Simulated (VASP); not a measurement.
Here is a VASP 6.6.1 calculation.

POSCAR

```
P
1.0
    3.2728107451      0.0000000000      0.0000000000
   -1.6364053726      2.8343372471      0.0000000000
    0.0000000000      0.0000000000     26.1518814016
P
2
Direct
    0.3333333333      0.6666666667      0.3241110472
    0.6666666667      0.3333333333      0.3709036029
```

File INCAR.step1:

```
PREC = Accurate
ENCUT = 520
EDIFF = 1E-5
ISMEAR = 0
SIGMA = 0.01
LREAL = F
LASPH = T
NELM = 60
ALGO = Normal
ISIF = 2
LWAVE = T
LCHARG = F
LDIPOL = T
IDIPOL = 3
DIPOL = 0.5 0.5 0.348
NBANDS = 12
GGA = PE
```

The input INCAR.step2:

```
PREC = Accurate
ENCUT = 520
EDIFF = 1E-7
ISMEAR = 0
SIGMA = 0.01
LREAL = F
LASPH = T
NELM = 60
ALGO = Normal
ISIF = 2
LWAVE = F
LCHARG = F
LDIPOL = T
IDIPOL = 3
DIPOL = 0.5 0.5 0.348
GGA = PE
LHFCALC = T
HFSCREEN = 0.2079
PRECFOCK = Normal
NBANDS = 12
ISTART = 1
```

The input KPOINTS:

```
Automatic mesh
0
Gamma
  6 6 1
```

Potentials or basis: VASP PAW PBE potentials, release 64 (P).

Launch:

```sh
$ cat potpaw_PBE.64/P/POTCAR > POTCAR
$ cp INCAR.step1 INCAR
$ mpirun -np 1 vasp_std > vasp.out
$ cp INCAR.step2 INCAR
$ mpirun -np 1 vasp_std > vasp.out
```

Predict the largest force.

0.283 eV/Å.

Predict the band gap on the k mesh.

2.74 eV (least direct gap 3.02 eV).

Forces on the atoms (eV/Å):
```
P    0.000  0.000  0.283
P    0.000  0.000 -0.283
```

Caveat: the PAW data sets were made with another functional, which shifts forces and pressure a little.
